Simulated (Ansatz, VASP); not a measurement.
**Two plane-wave programs on ZrNbTe3**

```
CELL_PARAMETERS angstrom
6.37509 0.00000 0.00000
-3.18754 5.52099 0.00000
0.00000 0.00000 4.93440
ATOMIC_POSITIONS crystal
Zr 0.00000 0.00000 0.00000
Nb 0.00000 0.00000 0.50000
Te 0.46448 0.00000 0.00000
Te 0.00000 0.46448 0.00000
Te 0.53552 0.53552 0.00000
```

Alike in both runs: task single point; functional PBE; k mesh 3 × 3 × 4; occupations gaussian, width 0.1 eV; collinear spin.

```csv
,VASP,Ansatz
version,VASP 6.6.1,Ansatz 0.2.0
potentials or method,"VASP PAW PBE potentials, release 64 (Zr_sv, Nb_sv, Te), cutoff 520 eV","scalar-relativistic, plane waves, PAW"
valence electrons in the cell,43,73
```

```tsv
	VASP	Ansatz	Ansatz less VASP
gap on the k mesh at the Fermi level (eV)	none	none	-
pressure (GPa)	0.5	0.5	+0.01
traceless stress, the component that is largest in VASP (GPa)	0.10	0.04	-0.065
rms of the force components (eV/Å)	0.018	0.017	-0.0012
net moment per atom (μB)	0.20	0.20	-0.003
size of the moment on the site where the two differ most (μB)	0.86	0.69	-0.168
```

Site moments also hang on the region over which each program counts them. Atom by atom the forces differ by 0.001 eV/Å (rms over components). A gap of «none» marks a metal or a gap that the smearing closes. The functional is the same, so the differences come from potentials, cutoffs and numerics. VASP's potentials hold 43 valence electrons a cell and Ansatz's 73, so a difference there can come from the potentials and not from the codes.

The k mesh is coarse, so the values compare programs but aren't converged. Spin-orbit coupling is off throughout.
